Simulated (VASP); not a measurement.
## NaCl: single point with LDA

Crystal: NaCl.

```
Na Cl
1.0
     2.73219    2.73219    0.00000
    -2.73219    2.73219    0.00000
     0.00000    2.73219    2.73219
Na Cl
1 1
Direct
  0.00000 0.00000 0.00000
  0.50000 0.50000 0.00000
```

| Quantity | Value |
| --- | --- |
| Program | VASP 6.6.1 |
| Task | single point |
| Functional | LDA |
| Potentials or basis | VASP PAW LDA potentials, release 64 (Na_pv, Cl) |
| Cutoff | 500 eV |
| k mesh | 8 × 8 × 8 |
| Occupations | gaussian, width 0.01 eV |
| Spin | no spin polarisation |
| Dipole correction | no |
| Further INCAR settings | ALGO = Normal; EDIFF = 1e-06; NBANDS = 14 |

The pressure is 0.0 GPa and the band gap on the k mesh is 5.08 eV.

Levels at points of the mesh, in eV from the valence-band top:
| k point | band 5 | band 6 | band 7 | band 8 | band 9 | band 10 |
| --- | --- | --- | --- | --- | --- | --- |
| (0.00, 0.00, 0.00) | 0.00 | 0.00 | 0.00 | 5.08 | 10.93 | 10.93 |
| (0.50, 0.00, 0.00) | -2.33 | -0.33 | -0.33 | 7.05 | 10.90 | 10.90 |
| (0.50, 0.50, 0.00) | -2.01 | -0.72 | -0.72 | 7.44 | 7.63 | 11.62 |

Run time: 10 s on 1 thread of Intel(R) Xeon(R) Platinum 8488C (Sapphire Rapids), on a shared host, peak memory 0.13 GiB.

Expect the measured gap to be larger: semilocal functionals such as LDA lack the derivative discontinuity.
